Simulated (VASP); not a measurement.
# Mo6CO in VASP: further runs

The runs below take Mo6CO through single point, with PBE.

All numbers are computed with VASP 6.6.1; they aren't measurements. Logs are shortened: lines on timing, memory, paths and dates and some standing lists are left out, and cuts for length are marked.

## 1. The cell of the first run

The cell holds a slab with vacuum, 8 atoms: a = 4.470 Å, b = 4.470 Å, c = 22.260 Å, α = 90.00°, β = 90.00°, γ = 120.00°.

## 2. Single point, PBE

INCAR reads:

```
PREC = Accurate
ENCUT = 520
EDIFF = 1E-6
ISMEAR = 0
SIGMA = 0.1
LREAL = False
LASPH = True
NELM = 60
ALGO = Normal
ISIF = 2
LWAVE = False
LCHARG = False
LDIPOL = True
IDIPOL = 3
DIPOL = 0.5 0.5 0.323
GGA = PE
NBANDS = 57
```

KPOINTS reads:

```
Automatic mesh
0
Gamma
  6 6 1
```

POSCAR reads:

```
Mo6CO
1.0
    4.4695765303      0.0000000000      0.0000000000
   -2.2347882651      3.8707668194      0.0000000000
    0.0000000000      0.0000000000     22.2595667262
Mo C O
6 1 1
Direct
    0.6666666667      0.3333333333      0.1796980170
    0.3333333333      0.6666666667      0.2206848206
    0.0000000000      0.0000000000      0.2616716241
    0.6666666667      0.3333333333      0.2990464568
    0.3333333333      0.6666666667      0.3355219825
    0.0000000000      0.0000000000      0.3710569405
    0.1666666667      0.3333333333      0.4438346374
    0.2964328752      0.5928657504      0.4698908498
```

Potentials or basis: VASP PAW PBE potentials, release 64 (Mo_sv, C, O).

Command:

```bash
cat potpaw_PBE.64/Mo_sv/POTCAR potpaw_PBE.64/C/POTCAR potpaw_PBE.64/O/POTCAR > POTCAR
mpirun -np 1 vasp_std > vasp.out
```

OUTCAR:

```text
PREC = Accurate
   ENCUT = 520
   EDIFF = 1E-6
   ISMEAR = 0
   LREAL = False
   LASPH = True
   NELM = 60
   ISIF = 2
   GGA = PE

 ion  position               nearest neighbor table
   1  0.667  0.333  0.180-   4 2.66   2 2.74   2 2.74   2 2.74   3 3.16   3 3.16   3 3.16
   2  0.333  0.667  0.221-   5 2.56   3 2.74   3 2.74   3 2.74   1 2.74   1 2.74   1 2.74   4 3.11
                             4 3.11   4 3.11
   3  0.000  0.000  0.262-   6 2.43   4 2.71   4 2.71   4 2.71   2 2.74   2 2.74   2 2.74   5 3.06
                             5 3.06   5 3.06   1 3.16   1 3.16   1 3.16
   4  0.667  0.333  0.299-   1 2.66   5 2.71   5 2.71   5 2.71   3 2.71   3 2.71   3 2.71   6 3.04
                             6 3.04   6 3.04   2 3.11   2 3.11   2 3.11
   5  0.333  0.667  0.336-   2 2.56   6 2.70   6 2.70   6 2.70   4 2.71   4 2.71   4 2.71   7 2.73
                             3 3.06   3 3.06   3 3.06
   6  0.000  0.000  0.371-   7 2.07   3 2.43   5 2.70   5 2.70   5 2.70   4 3.04   4 3.04   4 3.04

   7  0.167  0.333  0.444-   8 1.16   6 2.07   5 2.73
   8  0.296  0.593  0.470-   7 1.16

  LATTYP: Found a hexagonal cell.
 ALAT       =     4.4695765303
 C/A-ratio  =     4.9802406504

  Lattice vectors:

 A1 = (   4.4695765303,   0.0000000000,   0.0000000000)
 A2 = (  -2.2347882651,   3.8707668194,   0.0000000000)
 A3 = (   0.0000000000,   0.0000000000,  22.2595667262)

Analysis of symmetry for initial positions (statically):
=====================================================================
 Subroutine PRICEL returns:
 Original cell was already a primitive cell.

 Routine SETGRP: Setting up the symmetry group for a
 hexagonal supercell.

 Subroutine GETGRP returns: Found  2 space group operations
 (whereof  2 operations were pure point group operations)
 out of a pool of 24 trial point group operations.

The static configuration has the point symmetry C_1h.

Analysis of symmetry for dynamics (positions and initial velocities):
=====================================================================
 Subroutine PRICEL returns:
 Original cell was already a primitive cell.

 Routine SETGRP: Setting up the symmetry group for a
 hexagonal supercell.

 Subroutine GETGRP returns: Found  2 space group operations
 (whereof  2 operations were pure point group operations)
 out of a pool of 24 trial point group operations.

The dynamic configuration has the point symmetry C_1h.

 Subroutine INISYM returns: Found  2 space group operations
 (whereof  2 operations are pure point group operations),
 and found     1 'primitive' translations

----------------------------------------------------------------------------------------

                                     Primitive cell

  volume of cell :     385.1058

  direct lattice vectors                    reciprocal lattice vectors
     4.469576530  0.000000000  0.000000000     0.223734842  0.129173371  0.000000000
    -2.234788265  3.870766819  0.000000000     0.000000000  0.258346743  0.000000000
     0.000000000  0.000000000 22.259566726     0.000000000  0.000000000  0.044924504

  length of vectors
     4.469576530  4.469576530 22.259566726     0.258346743  0.258346743  0.044924504

  position of ions in fractional coordinates (direct lattice)
     0.666666667  0.333333333  0.179698017
     0.333333333  0.666666667  0.220684821
     0.000000000  0.000000000  0.261671624
     0.666666667  0.333333333  0.299046457
     0.333333333  0.666666667  0.335521982
     0.000000000  0.000000000  0.371056940
     0.166666667  0.333333333  0.443834637
     0.296432875  0.592865750  0.469890850

  ion indices of the primitive-cell ions
   primitive index   ion index
                 1           1
                 2           2
                 3           3
                 4           4
                 5           5
                 6           6
                 7           7
                 8           8

----------------------------------------------------------------------------------------

 KPOINTS: Automatic mesh

Automatic generation of k-mesh.
 Grid dimensions read from file:
 generate k-points for:    6    6    1

 Generating k-lattice:

  Cartesian coordinates                     Fractional coordinates (reciprocal lattice)
     0.037289140  0.021528895  0.000000000     0.166666667  0.000000000  0.000000000
     0.000000000  0.043057790  0.000000000     0.000000000  0.166666667  0.000000000
     0.000000000  0.000000000  0.044924504     0.000000000  0.000000000  1.000000000

  Length of vectors
     0.043057790  0.043057790  0.044924504

  Shift w.r.t. Gamma in fractional coordinates (k-lattice)
     0.000000000  0.000000000  0.000000000

 Subroutine IBZKPT returns following result:
 ===========================================

 Found     13 irreducible k-points:

 Following reciprocal coordinates:
            Coordinates               Weight
  0.000000  0.000000  0.000000      1.000000
  0.166667  0.000000  0.000000      4.000000
  0.000000  0.166667  0.000000      2.000000
  0.333333  0.000000  0.000000      4.000000
  0.000000  0.333333  0.000000      2.000000
  0.500000  0.000000  0.000000      2.000000
  0.000000  0.500000  0.000000      1.000000
  0.166667  0.166667  0.000000      4.000000
 -0.333333  0.166667  0.000000      2.000000
  0.333333  0.166667  0.000000      4.000000
 -0.166667  0.500000  0.000000      4.000000
  0.500000  0.333333  0.000000      4.000000
  0.333333  0.333333  0.000000      2.000000
   k-points           NKPTS =     13   k-points in BZ     NKDIM =     13   number of bands    NBANDS=     57
   number of dos      NEDOS =    301   number of ions     NIONS =      8
   total plane-waves  NPLWV = 217728
   dimension x,y,z NGX =    36 NGY =   36 NGZ =  168
   dimension x,y,z NGXF=    72 NGYF=   72 NGZF=  336
   ions per type =               6   1   1
   NGX,Y,Z   is equivalent  to a cutoff of  13.39, 13.39, 12.55 a.u.
   NGXF,Y,Z  is equivalent  to a cutoff of  26.78, 26.78, 25.09 a.u.
 SYSTEM =  unknown system
   PREC   = accura    normal or accurate (medium, high low for compatibility)
   ISTART =      0    job   : 0-new  1-cont  2-samecut
   ICHARG =      2    charge: 1-file 2-atom 10-const
   ISPIN  =      1    spin polarized calculation?
   LNONCOLLINEAR =      F non collinear calculations
   LSORBIT =      F    spin-orbit coupling
   LASPH  =      T    aspherical Exc in radial PAW
   ENCUT  =  520.0 eV  38.22 Ry    6.18 a.u.   8.31  8.31 41.39*2*pi/ulx,y,z
   NELM   =     60;   NELMIN=  2; NELMDL= -5     # of ELM steps
   EDIFF  = 0.1E-05   stopping-criterion for ELM
   LREAL  =      F    real-space projection
   EDIFFG = 0.1E-04   stopping-criterion for IOM
   NSW    =      0    number of steps for IOM
   IBRION =     -1    ionic relax: 0-MD 1-quasi-New 2-CG
   NFREE  =      0    steps in history (QN), initial steepest desc. (CG)
   ISIF   =      2    stress and relaxation
   ISYM   =      2    0-nonsym 1-usesym 2-fastsym
   POTIM  = 0.5000    time-step for ionic-motion
   TEBEG  =    0.0;   TEEND  =   0.0 temperature during run
   PSTRESS=    0.0 pullay stress
   NELECT =      94.0000    total number of electrons
   NUPDOWN=      -1.0000    fix difference up-down
   EMIN   =  10.00;   EMAX   =-10.00  energy-range for DOS
   EFERMI =   0.00;   METHOD = LEGACY
   ISMEAR =     0;   SIGMA  =   0.10  broadening in eV -4-tet -1-fermi 0-gaus
   EFERMI_NEDOS =   21; number of points for ismear=-14 and -15
   IALGO  =     38    algorithm
   IMIX   =      4    mixing-type and parameters
     AMIX     =   0.40;   BMIX     =  1.00
     AMIX_MAG =   1.60;   BMIX_MAG =  1.00
  volume/ion in A,a.u.               =      48.14       324.85
  Fermi-wavevector in a.u.,A,eV,Ry     =   1.023114  1.933405 14.242069  1.046763
  Thomas-Fermi vector in A             =   2.156830
   LORBIT       =      0    0 simple, 1 ext, 2 COOP (PROOUT), +10 PAW based schemes
   GGA     = PE    functional components
   LHFCALC =     F    Hartree Fock is set to
   AEXX    =    0.0000 exact exchange contribution
   IVDW    =     0    specifies the selected vdW correction
   LEPSILON=     F    determine dielectric tensor
   LRPA    =     F    only Hartree local field effects (RPA)
 non-spin polarized calculation
 Gauss-broadening in eV      SIGMA  =   0.10
  energy-cutoff  :      520.00
  volume of cell :      385.11
 maximum number of plane-waves:     10413
 NGX is ok and might be reduce to    36
   NGX = 17   NGY = 17   NGZ = 83

 dipolmoment           0.000000      0.000000     -0.745330 electrons x Angstroem

 number of electron      94.0000005 magnetization

 dipolmoment           0.000000      0.000000      0.108531 electrons x Angstroem

 Free energy of the ion-electron system (eV)
  ---------------------------------------------------
  ext. energy  EPLUGINS =         0.00000000
  ---------------------------------------------------
  free energy    TOTEN  =       -74.48639126 eV

  energy without entropy =      -74.45168086  energy(sigma->0) =      -74.46903606

 E-fermi :   0.4208     XC(G=0):  -4.7509

 val. band max:        0.4039746312   @ k =   0.1667   0.1667   0.0000
 cond. band min:       0.4370719806   @ k =   0.3333   0.1667   0.0000
 fundamental gap:      0.0330973494
 Fermi energy:         0.4207926815

 k-point     1 :       0.0000    0.0000    0.0000
  band No.  band energies     occupation
      1     -60.7338      2.00000
      2     -60.5027      2.00000
      3     -60.4578      2.00000
      4     -60.4116      2.00000
      5     -60.2598      2.00000
      6     -60.1802      2.00000
[... 49 lines left out ...]
     56       2.4551      0.00000
     57       2.4980      0.00000

 k-point     2 :       0.1667    0.0000    0.0000
  band No.  band energies     occupation
      1     -60.7125      2.00000
      2     -60.5035      2.00000
      3     -60.4660      2.00000
      4     -60.4099      2.00000
      5     -60.2672      2.00000
      6     -60.1879      2.00000
[... 654 lines left out ...]
      1     -60.5642      2.00000
      2     -60.5572      2.00000
      3     -60.5304      2.00000
      4     -60.3777      2.00000
      5     -60.3062      2.00000
      6     -60.2152      2.00000
[... 49 lines left out ...]
     56       2.0833      0.00000
     57       2.1302      0.00000

------------------------ aborting loop because EDIFF is reached ----------------------------------------

 vacuum level on the upper side and lower side of the slab       (xc-potential included)         0.392        -0.712

  FORCE on cell =-STRESS in cart. coord.  units (eV):
  Direction    XX          YY          ZZ          XY          YZ          ZX
  --------------------------------------------------------------------------------------
  -------------------------------------------------------------------------------------
  Total       -4.4427553     -1.3337258      1.3455392     -0.0000000      1.3841782      0.0000000
  in kB      -18.4834434     -5.5487740      5.5979222     -0.0000000      5.7586740      0.0000000
  external PRESSURE =      -6.1447651 kB  Pullay stress =       0.0000000 kB

 VOLUME and BASIS-vectors are now :
 -----------------------------------------------------------------------------
  energy-cutoff  :      520.00
  volume of cell :      385.11
      direct lattice vectors                 reciprocal lattice vectors
     4.469576530  0.000000000  0.000000000     0.223734842  0.129173371  0.000000000
    -2.234788265  3.870766819  0.000000000     0.000000000  0.258346743  0.000000000
     0.000000000  0.000000000 22.259566726     0.000000000  0.000000000  0.044924504

 POSITION                                       TOTAL-FORCE (eV/Angst)
 -----------------------------------------------------------------------------------
      2.23479      1.29026      4.00000        -0.000000     -0.022860      1.665234
     -0.00000      2.58051      4.91235        -0.000000     -0.010543     -0.199842
      0.00000      0.00000      5.82470         0.000000      0.285575     -2.582068
      2.23479      1.29026      6.65664         0.000000      0.120878     -0.767575
     -0.00000      2.58051      7.46857        -0.000000     -0.126614      0.447561
      0.00000      0.00000      8.25957        -0.000000     -1.082124      1.667906
      0.00000      1.29026      9.87957        -0.000000     -0.357104     -2.043620
      0.00000      2.29485     10.45957         0.000000      1.192792      1.812404
 -----------------------------------------------------------------------------------
    total drift:                                0.000001      0.000148     -0.000505

  FREE ENERGIE OF THE ION-ELECTRON SYSTEM (eV)
  ---------------------------------------------------
  free  energy   TOTEN  =       -74.4863912615 eV

  energy  without entropy=      -74.4516808628  energy(sigma->0) =      -74.46903606

 vacuum level on the upper side and lower side of the slab         4.912         3.778
```

Run time: 9.4 min. Hardware: 1 thread of Intel Xeon Platinum 8488C (Sapphire Rapids), shared host; peak memory 0.63 GiB.

Results:

* Free energy: -74.4864 eV
* Largest force: 2.598 eV/Å
* Band gap on the k mesh: 0.03 eV (least direct gap 0.09 eV)

Forces on the atoms (eV/Å):
```
Mo   0.000 -0.023  1.665
Mo   0.000 -0.011 -0.200
Mo   0.000  0.286 -2.582
Mo   0.000  0.121 -0.768
Mo   0.000 -0.127  0.448
Mo   0.000 -1.082  1.668
C    0.000 -0.357 -2.044
O    0.000  1.193  1.812
```

Levels at points of the mesh, in eV from the valence-band top:
```csv
k point,band 44,band 45,band 46,band 47,band 48,band 49,band 50,band 51
"(0.00, 0.00, 0.00)",-1.35,-1.20,-1.20,-0.71,0.26,0.47,0.64,1.19
"(0.50, 0.00, 0.00)",-1.25,-0.77,-0.16,-0.08,0.15,0.24,0.52,1.22
"(0.00, 0.50, 0.00)",-1.18,-0.64,-0.17,-0.03,0.06,0.39,0.53,1.20
```

Caveat: semilocal functionals underestimate gaps, and a narrow one can read as zero.

## 3. Single point, PBE

INCAR reads:

```
SYSTEM = Mo6CO
ALGO     = Normal         ! electronic algorithm
DIPOL    = 0.5 0.5 0.324
EDIFF    = 1E-6           ! SCF threshold, eV
ENCUT    = 520            ! plane-wave cutoff, eV
GGA      = PE             ! functional
IDIPOL   = 3            
ISIF     = 2              ! what is computed and relaxed
ISMEAR   = 0              ! smearing method
LASPH    = .TRUE.         ! aspherical terms in the spheres
LCHARG   = .FALSE.        ! write CHGCAR
LDIPOL   = .TRUE.       
LREAL    = .FALSE.        ! projectors in reciprocal space
LWAVE    = .FALSE.        ! write WAVECAR
NBANDS   = 57             ! bands
NELM     = 60             ! most SCF steps
PREC     = Accurate       ! precision mode
SIGMA    = 0.1            ! smearing width, eV
```

KPOINTS reads:

```
k-points
0
G
  6 6 1
  0 0 0
```

Changes to POSCAR since step 2:

```diff
@@ -14,3 +14,3 @@
     0.0000000000      0.0000000000      0.3710569405
-    0.1666666667      0.3333333333      0.4438346374
-    0.2964328752      0.5928657504      0.4698908498
+    0.1666666667      0.3333333333      0.4636014193
+    0.3165077775      0.6330155550      0.4636014193
```

Potentials or basis: VASP PAW PBE potentials, release 64 (Mo_sv, C, O).

Command:

```bash
cat potpaw_PBE.64/Mo_sv/POTCAR potpaw_PBE.64/C/POTCAR potpaw_PBE.64/O/POTCAR > POTCAR
mpirun -np 1 vasp_std > vasp.out
```

OUTCAR:

```text
SYSTEM = Mo6CO
   EDIFF = 1E-6
   ENCUT = 520
   GGA = PE
   ISIF = 2
   ISMEAR = 0
   LASPH = .TRUE.
   LREAL = .FALSE.
   NELM = 60
   PREC = Accurate

 ion  position               nearest neighbor table
   1  0.667  0.333  0.180-   4 2.66   2 2.74   2 2.74   2 2.74   3 3.16   3 3.16   3 3.16
   2  0.333  0.667  0.221-   5 2.56   3 2.74   3 2.74   3 2.74   1 2.74   1 2.74   1 2.74   4 3.11
                             4 3.11   4 3.11
   3  0.000  0.000  0.262-   6 2.43   4 2.71   4 2.71   4 2.71   2 2.74   2 2.74   2 2.74   5 3.06
                             5 3.06   5 3.06   1 3.16   1 3.16   1 3.16
   4  0.667  0.333  0.299-   1 2.66   5 2.71   5 2.71   5 2.71   3 2.71   3 2.71   3 2.71   6 3.04
                             6 3.04   6 3.04   2 3.11   2 3.11   2 3.11
   5  0.333  0.667  0.336-   2 2.56   6 2.70   6 2.70   6 2.70   4 2.71   4 2.71   4 2.71   3 3.06
[... 996 lines left out ...]
  energy-cutoff  :      520.00
  volume of cell :      385.11
      direct lattice vectors                 reciprocal lattice vectors
     4.469576530  0.000000000  0.000000000     0.223734842  0.129173371  0.000000000
    -2.234788265  3.870766819  0.000000000     0.000000000  0.258346743  0.000000000
     0.000000000  0.000000000 22.259566726     0.000000000  0.000000000  0.044924504

 POSITION                                       TOTAL-FORCE (eV/Angst)
 -----------------------------------------------------------------------------------
      2.23479      1.29026      4.00000        -0.000000     -0.051122      1.550348
     -0.00000      2.58051      4.91235        -0.000000     -0.040596     -0.104803
      0.00000      0.00000      5.82470         0.000000      0.059600     -2.101077
      2.23479      1.29026      6.65664         0.000000      0.082591     -0.422061
     -0.00000      2.58051      7.46857        -0.000000     -0.059333      0.258755
      0.00000      0.00000      8.25957        -0.000000     -0.098545      1.098248
      0.00000      1.29026     10.31957        -0.000000     -1.138970     -1.211396
      0.00000      2.45026     10.31957         0.000000      1.246376      0.931987
 -----------------------------------------------------------------------------------
    total drift:                                0.000008      0.000113     -0.000349

  FREE ENERGIE OF THE ION-ELECTRON SYSTEM (eV)
  ---------------------------------------------------
  free  energy   TOTEN  =       -73.6642735358 eV

  energy  without entropy=      -73.6240566702  energy(sigma->0) =      -73.64416510

 vacuum level on the upper side and lower side of the slab         4.561         4.020
```

stdout:

```text
POSCAR found type information on POSCAR MoC O
 POSCAR found :  3 types and       8 ions
 scaLAPACK will be used
 LDA part: xc-table for (Slater+PW92), standard interpolation
 POSCAR, INCAR and KPOINTS ok, starting setup
 FFT: planning ... GRIDC
 FFT: planning ... GRID_SOFT
 FFT: planning ... GRID
 WAVECAR not read
 entering main loop
```

Run time: 10 min. Hardware: 1 thread of Intel Xeon Platinum 8488C (Sapphire Rapids), shared host; peak memory 0.65 GiB.

What came out:

```yaml
Free_energy: -73.6643 eV
Largest_force: 2.102 eV/Å
Band_gap_on_the_k_mesh: 0.03 eV (least direct gap 0.05 eV)
```

Forces on the atoms (eV/Å):
```
Mo   0.000 -0.051  1.550
Mo   0.000 -0.041 -0.105
Mo   0.000  0.060 -2.101
Mo   0.000  0.083 -0.422
Mo   0.000 -0.059  0.259
Mo   0.000 -0.099  1.098
C    0.000 -1.139 -1.211
O    0.000  1.246  0.932
```

Levels at points of the mesh, in eV from the valence-band top:
```tsv
k point	band 45	band 46	band 47	band 48	band 49	band 50
(0.00, 0.00, 0.00)	-1.21	-1.20	-0.76	0.30	0.46	0.47
(0.50, 0.00, 0.00)	-0.69	-0.14	-0.04	0.03	0.26	0.53
(0.00, 0.50, 0.00)	-0.61	-0.16	0.00	0.05	0.07	0.62
```

Caveat: semilocal functionals underestimate gaps, and a narrow one can read as zero.

(Continued in part 2 of 2.)

The gap in the log of VASP goes by the Fermi energy; the results here count the filled bands.